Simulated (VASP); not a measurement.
Here is a VASP 6.6.1 calculation.

File INCAR:

```
  ALGO = Normal
  EDIFF = 1E-7
  ENCUT = 520
  GGA = PS
  ISIF = 2
  ISMEAR = 0
  LASPH = True
  LCHARG = False
  LREAL = False
  LWAVE = False
  NBANDS = 16
  NELM = 80
  PREC = Accurate
  SIGMA = 0.05
```

Contents of KPOINTS:

```
k-points
0
Gamma
  9 9 6
```

Contents of POSCAR:

```
AlN
1.0
    3.2025000000      0.0000000000      0.0000000000
   -1.6012500000      2.7734463556      0.0000000000
    0.0000000000      0.0000000000      4.1826000000
Al N
2 2
Direct
    0.3333333333      0.6666666667      0.7500000000
    0.6666666667      0.3333333333      0.2500000000
    0.3333333333      0.6666666667      0.2500000000
    0.6666666667      0.3333333333      0.7500000000
```

Potentials or basis: VASP PAW PBE potentials, release 64 (Al, N).

Launch:

```console
$ cat potpaw_PBE.64/Al/POTCAR potpaw_PBE.64/N/POTCAR > POTCAR
$ mpirun -np 1 vasp_std > vasp.out
```

Problem. Predict the pressure.

Solution. 13.9 GPa.

Problem. Predict the band gap on the k mesh.

Solution. 3.64 eV, direct.

Stress tensor (GPa, compression positive):
```
18.24  0.00  0.00
 0.00 18.24  0.00
 0.00  0.00  5.21
```

Caveat: the PAW data sets were made with another functional, which shifts forces and pressure a little. As with any semilocal functional, this PBEsol gap is likely too small.
